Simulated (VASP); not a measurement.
The system is NaF (Villiaumite).

```
Na F
1.0
     0.00000    2.29724    2.29724
     2.29724    0.00000    2.29724
     2.29724    2.29724    0.00000
Na F
1 1
Cartesian
  0.0000 0.0000 0.0000
  2.2972 2.2972 2.2972
```

Base run:

```yaml
Program: VASP 6.6.1
Functional: HSE06
Potentials_or_basis: VASP PAW PBE potentials, release 64 (Na_pv, F)
Cutoff: 520 eV
k_mesh: 6 × 6 × 6
Occupations: gaussian, width 0.01 eV
Spin: no spin polarisation
```

Its results: band gap on the k mesh 8.60 eV, direct; pressure 1.6 GPa.

Task: After a change of settings the same cell gave: band gap on the k mesh 7.32 eV, direct; pressure -0.8 GPa. Which change was it?
A. functional from HSE06 to PBE0
B. functional from HSE06 to r2SCAN; further incar settings from ALGO = Normal; EDIFF = 1e-07; NBANDS = 14 to ALGO = Normal; EDIFF = 1e-06; NBANDS = 14
C. functional from HSE06 to PBE; further incar settings from ALGO = Normal; EDIFF = 1e-07; NBANDS = 14 to ALGO = Normal; EDIFF = 1e-06; NBANDS = 14

Result: B.

Caveats: the PAW data sets were made with another functional, which shifts forces and pressure a little.
